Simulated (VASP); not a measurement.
C, 8 atoms in the cell. It takes space group P6_3/mmc (No. 194, hexagonal). The conventional cell has a = 2.539 Å, b = 2.539 Å, c = 8.292 Å, α = 90.00°, β = 90.00°, γ = 120.00°. Within 2.1 Å of C (site symmetry 3m) lie 4 C at 1.55 Å. C (site symmetry 3m) has 4 C at 1.55 Å within 2.1 Å. 

* Program: VASP 6.6.1
* Task: single point
* Functional: BLYP
* Dispersion: D4
* Potentials or basis: VASP PAW PBE potentials, release 64 (C)
* Cutoff: 520 eV
* k mesh: 12 × 12 × 4
* Occupations: fermi-dirac, width 0.05 eV
* Spin: no spin polarisation
* Dipole correction: no
* Further INCAR settings: ALGO = Normal; EDIFF = 1e-07; NBANDS = 26

Potentials or basis: VASP PAW PBE potentials, release 64 (C).

Command:

```console
$ cat potpaw_PBE.64/C/POTCAR > POTCAR
$ mpirun -np 1 vasp_std > vasp.out
```

Hardware: 1 thread of AMD EPYC 9R45 96-Core Processor (Zen 5) (shared host).

Question: How long does it take, and how much memory?

Answer: Wall time 59 s on 1 thread of AMD EPYC 9R45 96-Core Processor (Zen 5), with other jobs on the host, peak memory 0.15 GiB. Counts: scf iterations 13, k points 57.
